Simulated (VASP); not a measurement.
# ZnO (P6_3mc) in VASP: a series of runs

The runs below take ZnO through single point, relaxation of cell and atoms, with LDA.

Everything below comes from runs of VASP 6.6.1. Logs are shortened: lines on timing, memory, paths and dates and some standing lists are left out, and cuts for length are marked.

**The experiment to reproduce.**

“Electronic structure of alkaline earth and post-transition metal oxides”, 2009, arxiv:0908.1581 quotes, for a bulk crystal of ZnO: band gap 3.37 eV.

The results are compared with them further down.

## 1. The cell of the first run

Symmetry: P6_3mc, No. 186, hexagonal system. The conventional cell has a = 3.249 Å, b = 3.249 Å, c = 5.204 Å, α = 90.00°, β = 90.00°, γ = 120.00°. Within 2.6 Å of Zn (site symmetry 3m) lie 4 O at 1.97 to 1.99 Å. O (site symmetry 3m) has 4 Zn at 1.97 to 1.99 Å within 2.6 Å.

## 2. Single point, LDA

INCAR reads:

```
  PREC = Accurate
  ENCUT = 600
  EDIFF = 1E-6
  ISMEAR = 0
  SIGMA = 0.1
  LREAL = F
  LASPH = T
  NELM = 120
  ALGO = Normal
  ISIF = 2
  LWAVE = F
  LCHARG = F
  NBANDS = 26
  GGA_COMPAT = F
```

KPOINTS reads:

```
regular mesh
0
Gamma
  6 6 4
```

POSCAR reads:

```
ZnO
1.0
    3.2493987239      0.0000000000      0.0000000000
   -1.6246993619      2.8140618419      0.0000000000
    0.0000000000      0.0000000000      5.2038000000
Zn O
2 2
Direct
    0.3333333333      0.6666666667      0.0000000000
    0.6666666667      0.3333333333      0.5000000000
    0.3333333333      0.6666666667      0.3821000000
    0.6666666667      0.3333333333      0.8821000000
```

Potentials or basis: VASP PAW LDA potentials, release 64 (Zn, O).

The run is started by

```console
$ cat potpaw_LDA.64/Zn/POTCAR potpaw_LDA.64/O/POTCAR > POTCAR
$ mpirun -np 1 vasp_std > vasp.out
```

OUTCAR:

```text
PREC = Accurate
   ENCUT = 600
   EDIFF = 1E-6
   ISMEAR = 0
   LREAL = F
   LASPH = T
   NELM = 120
   ISIF = 2

 ion  position               nearest neighbor table
   1  0.333  0.667  0.000-   4 1.97   4 1.97   4 1.97   3 1.99
   2  0.667  0.333  0.500-   3 1.97   3 1.97   3 1.97   4 1.99
   3  0.333  0.667  0.382-   2 1.97   2 1.97   2 1.97   1 1.99
   4  0.667  0.333  0.882-   1 1.97   1 1.97   1 1.97   2 1.99

  LATTYP: Found a hexagonal cell.
 ALAT       =     3.2493987239
 C/A-ratio  =     1.6014655148

  Lattice vectors:

 A1 = (   3.2493987239,   0.0000000000,   0.0000000000)
 A2 = (  -1.6246993619,   2.8140618419,   0.0000000000)
 A3 = (   0.0000000000,   0.0000000000,   5.2038000000)

Analysis of symmetry for initial positions (statically):
=====================================================================
 Subroutine PRICEL returns:
 Original cell was already a primitive cell.

 Routine SETGRP: Setting up the symmetry group for a
 hexagonal supercell.

 Subroutine GETGRP returns: Found 12 space group operations
 (whereof  6 operations were pure point group operations)
 out of a pool of 24 trial point group operations.

The static configuration has the point symmetry C_3v.
 The point group associated with its full space group is C_6v.

Analysis of symmetry for dynamics (positions and initial velocities):
=====================================================================
 Subroutine PRICEL returns:
 Original cell was already a primitive cell.

 Routine SETGRP: Setting up the symmetry group for a
 hexagonal supercell.

 Subroutine GETGRP returns: Found 12 space group operations
 (whereof  6 operations were pure point group operations)
 out of a pool of 24 trial point group operations.

The dynamic configuration has the point symmetry C_3v.
 The point group associated with its full space group is C_6v.

 Subroutine INISYM returns: Found 12 space group operations
 (whereof  6 operations are pure point group operations),
 and found     1 'primitive' translations

----------------------------------------------------------------------------------------
[... 86 lines left out ...]
   ICHARG =      2    charge: 1-file 2-atom 10-const
   ISPIN  =      1    spin polarized calculation?
   LNONCOLLINEAR =      F non collinear calculations
   LSORBIT =      F    spin-orbit coupling
   LASPH  =      T    aspherical Exc in radial PAW
   ENCUT  =  600.0 eV  44.10 Ry    6.64 a.u.   6.49  6.49 10.39*2*pi/ulx,y,z
   NELM   =    120;   NELMIN=  2; NELMDL= -5     # of ELM steps
   EDIFF  = 0.1E-05   stopping-criterion for ELM
   LREAL  =      F    real-space projection
   EDIFFG = 0.1E-04   stopping-criterion for IOM
   NSW    =      0    number of steps for IOM
   IBRION =     -1    ionic relax: 0-MD 1-quasi-New 2-CG
   NFREE  =      0    steps in history (QN), initial steepest desc. (CG)
   ISIF   =      2    stress and relaxation
   ISYM   =      2    0-nonsym 1-usesym 2-fastsym
   POTIM  = 0.5000    time-step for ionic-motion
   TEBEG  =    0.0;   TEEND  =   0.0 temperature during run
   PSTRESS=    0.0 pullay stress
   NELECT =      36.0000    total number of electrons
   NUPDOWN=      -1.0000    fix difference up-down
   EMIN   =  10.00;   EMAX   =-10.00  energy-range for DOS
   EFERMI =   0.00;   METHOD = LEGACY
   ISMEAR =     0;   SIGMA  =   0.10  broadening in eV -4-tet -1-fermi 0-gaus
   EFERMI_NEDOS =   21; number of points for ismear=-14 and -15
   IALGO  =     38    algorithm
   IMIX   =      4    mixing-type and parameters
     AMIX     =   0.40;   BMIX     =  1.00
     AMIX_MAG =   1.60;   BMIX_MAG =  1.00
  volume/ion in A,a.u.               =      11.90        80.28
  Fermi-wavevector in a.u.,A,eV,Ry     =   1.491729  2.818959 30.276436  2.225255
  Thomas-Fermi vector in A             =   2.604347
   LORBIT       =      0    0 simple, 1 ext, 2 COOP (PROOUT), +10 PAW based schemes
   GGA     = CA    functional components
   LHFCALC =     F    Hartree Fock is set to
   AEXX    =    0.0000 exact exchange contribution
   IVDW    =     0    specifies the selected vdW correction
   LEPSILON=     F    determine dielectric tensor
   LRPA    =     F    only Hartree local field effects (RPA)
 non-spin polarized calculation
 Gauss-broadening in eV      SIGMA  =   0.10
  energy-cutoff  :      600.00
  volume of cell :       47.58
 maximum number of plane-waves:      1616
 NGX is ok and might be reduce to    28
   NGX = 13   NGY = 13   NGZ = 21

 number of electron      36.0000006 magnetization

 Free energy of the ion-electron system (eV)
  ---------------------------------------------------
  ext. energy  EPLUGINS =         0.00000000
  ---------------------------------------------------
  free energy    TOTEN  =       -21.12445404 eV

  energy without entropy =      -21.12445404  energy(sigma->0) =      -21.12445404

 E-fermi :   1.2576     XC(G=0): -11.4644

 val. band max:        0.8823090415   @ k =   0.0000   0.0000   0.0000
 cond. band min:       1.6245136031   @ k =   0.0000   0.0000   0.0000
 fundamental gap:      0.7422045616
 Fermi energy:         1.2575754279

 k-point     1 :       0.0000    0.0000    0.0000
  band No.  band energies     occupation
      1     -16.9228      2.00000
      2     -16.1476      2.00000
      3      -4.9029      2.00000
      4      -4.9029      2.00000
      5      -4.8175      2.00000
      6      -4.7987      2.00000
[... 598 lines left out ...]
     25      16.4105      0.00000
     26      16.4115      0.00000

------------------------ aborting loop because EDIFF is reached ----------------------------------------

  FORCE on cell =-STRESS in cart. coord.  units (eV):
  Direction    XX          YY          ZZ          XY          YZ          ZX
  --------------------------------------------------------------------------------------
  -------------------------------------------------------------------------------------
  Total       -1.9175083     -1.9175083     -1.7450415     -0.0000000      0.0000000      0.0000000
  in kB      -64.5640232    -64.5640232    -58.7569311     -0.0000000      0.0000000      0.0000000
  external PRESSURE =     -62.6283259 kB  Pullay stress =       0.0000000 kB

 VOLUME and BASIS-vectors are now :
 -----------------------------------------------------------------------------
  energy-cutoff  :      600.00
  volume of cell :       47.58
      direct lattice vectors                 reciprocal lattice vectors
     3.249398724  0.000000000  0.000000000     0.307749244  0.177679109  0.000000000
    -1.624699362  2.814061842  0.000000000     0.000000000  0.355358217  0.000000000
     0.000000000  0.000000000  5.203800000     0.000000000  0.000000000  0.192167262

 POSITION                                       TOTAL-FORCE (eV/Angst)
 -----------------------------------------------------------------------------------
     -0.00000      1.87604      0.00000        -0.000000      0.000000      0.040555
      1.62470      0.93802      2.60190        -0.000000     -0.000000      0.040555
     -0.00000      1.87604      1.98837        -0.000000      0.000000     -0.040555
      1.62470      0.93802      4.59027         0.000000     -0.000000     -0.040555
 -----------------------------------------------------------------------------------
    total drift:                               -0.000000     -0.000000      0.000031

  FREE ENERGIE OF THE ION-ELECTRON SYSTEM (eV)
  ---------------------------------------------------
  free  energy   TOTEN  =       -21.1244540420 eV

  energy  without entropy=      -21.1244540409  energy(sigma->0) =      -21.12445404
```

stdout:

```text
POSCAR found type information on POSCAR ZnO
 POSCAR found :  2 types and       4 ions
 scaLAPACK will be used
 LDA part: xc-table for (Slater(with rela. corr.)+CA(PZ))
 , standard interpolation
 POSCAR, INCAR and KPOINTS ok, starting setup
 FFT: planning ... GRIDC
 FFT: planning ... GRID_SOFT
 FFT: planning ... GRID
 WAVECAR not read
 entering main loop
```

Run time: 19 s. Hardware: 1 thread of Intel Xeon Platinum 8488C (Sapphire Rapids), shared host; peak memory 0.16 GiB.

Results:

```yaml
Free_energy: -21.1245 eV
Pressure: -6.3 GPa
Largest_force: 0.041 eV/Å
Band_gap_on_the_k_mesh: 0.74 eV, direct
```

Forces in eV/Å, atoms in the order of the input:
```
Zn   0.000  0.000  0.041
Zn   0.000  0.000  0.041
O    0.000  0.000 -0.041
O    0.000  0.000 -0.041
```

Stress tensor (GPa, compression positive):
```
-6.46  0.00  0.00
 0.00 -6.46  0.00
 0.00  0.00 -5.88
```

Levels at points of the mesh, in eV from the valence-band top:
```tsv
k point	band 16	band 17	band 18	band 19	band 20	band 21
(0.00, 0.00, 0.00)	-0.09	0.00	0.00	0.74	5.07	8.11
(0.50, 0.00, 0.00)	-2.30	-1.29	-0.87	5.68	6.70	7.48
(0.00, 0.00, 0.50)	-0.39	-0.39	-0.39	3.39	3.39	9.90
(0.50, 0.00, 0.50)	-1.54	-1.36	-1.36	5.58	5.58	8.30
```

## 3. Single point, LDA

This run uses another cell than the first one, of 11.33 Å³/atom, 0.953 times its volume.

INCAR reads:

```
ALGO = Normal ; EDIFF = 1E-6
ENCUT = 600 ; GGA = CA
GGA_COMPAT = F ; ISIF = 2
ISMEAR = 0 ; LASPH = T
LCHARG = F ; LREAL = F
LWAVE = F ; NBANDS = 26
NELM = 120 ; PREC = Accurate
SIGMA = 0.02
```

KPOINTS reads:

```
k-points
0
Gamma
  9 9 6
```

POSCAR reads:

```
ZnO
1.0
    3.1873336251      0.0000000000      0.0000000000
   -1.5936668125      2.7603118897      0.0000000000
    0.0000000000      0.0000000000      5.1528352204
Zn O
2 2
Direct
    0.3333333333      0.6666666667      0.0018387744
    0.6666666667      0.3333333333      0.5018387744
    0.3333333333      0.6666666667      0.3802612256
    0.6666666667      0.3333333333      0.8802612256
```

Potentials or basis: VASP PAW LDA potentials, release 64 (Zn, O).

The run is started by

```console
$ cat potpaw_LDA.64/Zn/POTCAR potpaw_LDA.64/O/POTCAR > POTCAR
$ mpirun -np 1 vasp_std > vasp.out
```

OUTCAR:

```text
EDIFF = 1E-6
   ENCUT = 600
   GGA = CA
   ISIF = 2
   ISMEAR = 0
   LASPH = T
   LREAL = F
   NELM = 120
   PREC = Accurate

 ion  position               nearest neighbor table
   1  0.333  0.667  0.002-   4 1.94   4 1.94   4 1.94   3 1.95
   2  0.667  0.333  0.502-   3 1.94   3 1.94   3 1.94   4 1.95
   3  0.333  0.667  0.380-   2 1.94   2 1.94   2 1.94   1 1.95
   4  0.667  0.333  0.880-   1 1.94   1 1.94   1 1.94   2 1.95

[... 897 lines left out ...]

  FORCE on cell =-STRESS in cart. coord.  units (eV):
  Direction    XX          YY          ZZ          XY          YZ          ZX
  --------------------------------------------------------------------------------------
  -------------------------------------------------------------------------------------
  Total        0.2391157      0.2391157      0.2400598      0.0000000      0.0000000      0.0000000
  in kB        8.4505829      8.4505829      8.4839505      0.0000000      0.0000000      0.0000000
  external PRESSURE =       8.4617054 kB  Pullay stress =       0.0000000 kB

 VOLUME and BASIS-vectors are now :
 -----------------------------------------------------------------------------
  energy-cutoff  :      600.00
  volume of cell :       45.33
      direct lattice vectors                 reciprocal lattice vectors
     3.187333625  0.000000000  0.000000000     0.313741866  0.181138951  0.000000000
    -1.593666812  2.760311890  0.000000000     0.000000000  0.362277902  0.000000000
     0.000000000  0.000000000  5.152835220     0.000000000  0.000000000  0.194067917

 POSITION                                       TOTAL-FORCE (eV/Angst)
 -----------------------------------------------------------------------------------
     -0.00000      1.84021      0.00947        -0.000000     -0.000000      0.001215
      1.59367      0.92010      2.58589        -0.000000      0.000000      0.001215
     -0.00000      1.84021      1.95942        -0.000000      0.000000     -0.001215
      1.59367      0.92010      4.53584         0.000000     -0.000000     -0.001215
 -----------------------------------------------------------------------------------
    total drift:                               -0.000000     -0.000000     -0.000528

  FREE ENERGIE OF THE ION-ELECTRON SYSTEM (eV)
  ---------------------------------------------------
  free  energy   TOTEN  =       -21.1617148648 eV

  energy  without entropy=      -21.1617148648  energy(sigma->0) =      -21.16171486
```

stdout:

```text
POSCAR found type information on POSCAR ZnO
 POSCAR found :  2 types and       4 ions
 scaLAPACK will be used
 LDA part: xc-table for (Slater(with rela. corr.)+CA(PZ))
 , standard interpolation
 POSCAR, INCAR and KPOINTS ok, starting setup
 FFT: planning ... GRIDC
 FFT: planning ... GRID_SOFT
 FFT: planning ... GRID
 WAVECAR not read
 entering main loop
```

Wall time 28 s (1 thread of Intel Xeon 6975P-C (Granite Rapids), shared host); peak memory 0.19 GiB.

What came out:

- Free energy: -21.1617 eV
- Pressure: 0.8 GPa
- Band gap on the k mesh: 0.81 eV, direct

Levels at points of the mesh, in eV from the valence-band top:
```tsv
k point	band 14	band 15	band 16	band 17	band 18	band 19	band 20	band 21	band 22	band 23
(0.00, 0.00, 0.00)	-0.86	-0.86	-0.11	0.00	0.00	0.81	5.29	8.20	12.96	12.96
(0.00, 0.00, 0.50)	-2.32	-0.43	-0.43	-0.43	-0.43	3.49	3.49	10.06	10.06	13.27
```

## 4. Relaxation of cell and atoms, LDA

INCAR reads:

```
PREC = Accurate ; ENCUT = 600
EDIFF = 1E-7 ; ISMEAR = 0
SIGMA = 0.02 ; LREAL = False
LASPH = True ; NELM = 120
ALGO = Normal ; ISIF = 3
LWAVE = False ; LCHARG = False
IBRION = 2 ; NSW = 100
EDIFFG = -0.005 ; GGA_COMPAT = False
NELMIN = 4
```

KPOINTS reads:

```
regular mesh
0
Gamma
  9 9 6
```

POSCAR reads:

```
ZnO
1.0
    3.2493987239      0.0000000000      0.0000000000
   -1.6246993619      2.8140618419      0.0000000000
    0.0000000000      0.0000000000      5.2038000000
Zn O
2 2
Direct
    0.3333333333      0.6666666667      0.0000000000
    0.6666666667      0.3333333333      0.5000000000
    0.3333333333      0.6666666667      0.3821000000
    0.6666666667      0.3333333333      0.8821000000
```

The run is started by

```console
$ cat potpaw_LDA.64/Zn/POTCAR potpaw_LDA.64/O/POTCAR > POTCAR
$ mpirun -np 1 vasp_std > vasp.out
```

Wall time 2.7 min (1 thread of Intel Xeon 6975P-C (Granite Rapids), shared host); peak memory 0.19 GiB.

Results (log left out):

```
Free energy                            : -21.1677 eV
Relaxed volume                         : 11.40 Å³/atom
Relaxed cell                           : a = 3.194 Å, b = 3.194 Å, c = 5.163 Å, α = 90.00°, β = 90.00°, γ = 120.00°
Space group after relaxing (to 0.05 Å) : P6_3mc (No. 186)
Energy gained by relaxing              : 10.2 meV/atom
Ionic steps                            : 11
Pressure after relaxing                : 0.0 GPa
Band gap on the k mesh                 : 0.80 eV, direct
```

Forces in eV/Å, atoms in the order of the input:
```
Zn   0.000  0.000  0.003
Zn   0.000  0.000  0.003
O    0.000  0.000 -0.003
O    0.000  0.000 -0.003
```

The path:
| step | energy change (eV) | largest force (eV/Å) | pressure (GPa) | volume (Å³) |
| --- | --- | --- | --- | --- |
| 1 | 0.0000 | 0.0407 | -6.24 | 47.58 |
| 2 | -0.0249 | 0.0390 | 4.33 | 44.47 |
| 3 | -0.0400 | 0.0391 | -0.03 | 45.61 |
| 4 | -0.0400 | 0.0391 | 0.15 | 45.57 |
| 5 | -0.0403 | 0.0246 | 0.14 | 45.58 |
| 6 | -0.0407 | 0.0207 | 0.14 | 45.58 |
| 7 | -0.0409 | 0.0048 | -0.04 | 45.62 |
| 8 | -0.0409 | 0.0000 | -0.08 | 45.63 |
| 9 | -0.0409 | 0.0008 | -0.07 | 45.63 |
| 10 | -0.0409 | 0.0011 | -0.07 | 45.64 |
| 11 | -0.0409 | 0.0026 | -0.01 | 45.62 |

Final structure:
```xyz
4
Lattice="3.1939 0.0000 0.0000 -1.5970 2.7660 0.0000 0.0000 0.0000 5.1634" Properties=species:S:1:pos:R:3 pbc="T T T"
Zn    0.0000    1.8440    0.0093
Zn    1.5970    0.9220    2.5910
O     0.0000    1.8440    1.9636
O     1.5970    0.9220    4.5453
```

Levels at points of the mesh, in eV from the valence-band top:
| k point | band 15 | band 16 | band 17 | band 18 | band 19 | band 20 | band 21 | band 22 |
| --- | --- | --- | --- | --- | --- | --- | --- | --- |
| (0.00, 0.00, 0.00) | -0.85 | -0.10 | 0.00 | 0.00 | 0.80 | 5.27 | 8.18 | 12.94 |
| (0.00, 0.00, 0.50) | -0.42 | -0.42 | -0.42 | -0.42 | 3.48 | 3.48 | 10.03 | 10.03 |

## 5. Summary

| task | cell | k mesh | smearing | gap on the mesh (eV) | pressure (GPa) |
| --- | --- | --- | --- | --- | --- |
| single point | a = 3.249, b = 3.249, c = 5.204 Å, angles 90.0, 90.0, 120.0°, 4 atoms | 6 × 6 × 4 | gaussian 0.1 eV | 0.74 | -6.3 |
| single point | a = 3.187, b = 3.187, c = 5.153 Å, angles 90.0, 90.0, 120.0°, 4 atoms | 9 × 9 × 6 | gaussian 0.02 eV | 0.81 | 0.8 |
| relaxation of cell and atoms | relaxed from a = 3.249, b = 3.249, c = 5.204 Å, angles 90.0, 90.0, 120.0°, 4 atoms | 9 × 9 × 6 | gaussian 0.02 eV | 0.80 | 0.0 |

Alike in all rows: level LDA; potentials or basis VASP PAW LDA potentials, release 64 (Zn, O); no spin polarisation; cutoff (eV) 600.

Absolute energies hang on the potentials; compare differences alone.

## 6. How close it comes

Step 3. Measured gap of ZnO: 3.37 eV (quoted in “Electronic structure of alkaline earth and post-transition metal oxides”, 2009, arxiv:0908.1581). This calculation gives 0.81 eV (-2.56 eV). So large a miss can be the level of theory's own, or it may mean another phase, state or a wrong row. The value is that of LDA, without temperature or zero-point motion. Semilocal functionals fall short of measured gaps as a rule.
